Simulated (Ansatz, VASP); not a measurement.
# One calculation of InP3, two programs

```
In P
1.0
     4.01219    2.31644    3.27938
    -4.01219    2.31644    3.27938
     0.00000   -4.63287    3.27938
In P
2 6
Direct
  0.27328 0.27328 0.27328
  0.72672 0.72672 0.72672
  0.79471 0.24119 0.79471
  0.79471 0.79471 0.24119
  0.24119 0.79471 0.79471
  0.20529 0.75881 0.20529
  0.75881 0.20529 0.20529
  0.20529 0.20529 0.75881
```

Change from the starting cell: strain +0.080 along x and y, +0.000 along z, atoms carried along.

Alike in both runs: task single point; functional PBEsol; k mesh 6 × 6 × 6; occupations gaussian, width 0.15 eV; no spin polarisation.

```csv
,VASP,Ansatz
version,VASP 6.6.1,Ansatz 0.2.0
potentials or method,"VASP PAW PBE potentials, release 64 (In_d, P), cutoff 520 eV","scalar-relativistic, plane waves, PAW"
valence electrons in the cell,56,56
```

Ansatz gave:

| Item | Value |
| --- | --- |
| gap on the k mesh at the Fermi level (eV) | none |
| pressure (GPa) | -10.0 |
| traceless stress, the component that is largest in VASP (GPa) | 4.76 |
| rms of the force components (eV/Å) | 0.490 |

Problem. Which values does VASP return?

Solution. gap on the k mesh at the Fermi level (eV): none; pressure (GPa): -10.0; traceless stress, the component that is largest in VASP (GPa): 4.78; rms of the force components (eV/Å): 0.497.

VASP's potentials were made for PBE, not for PBEsol. Atom by atom the forces differ by 0.007 eV/Å (rms over components). A gap of «none» marks a metal or a gap that the smearing closes.
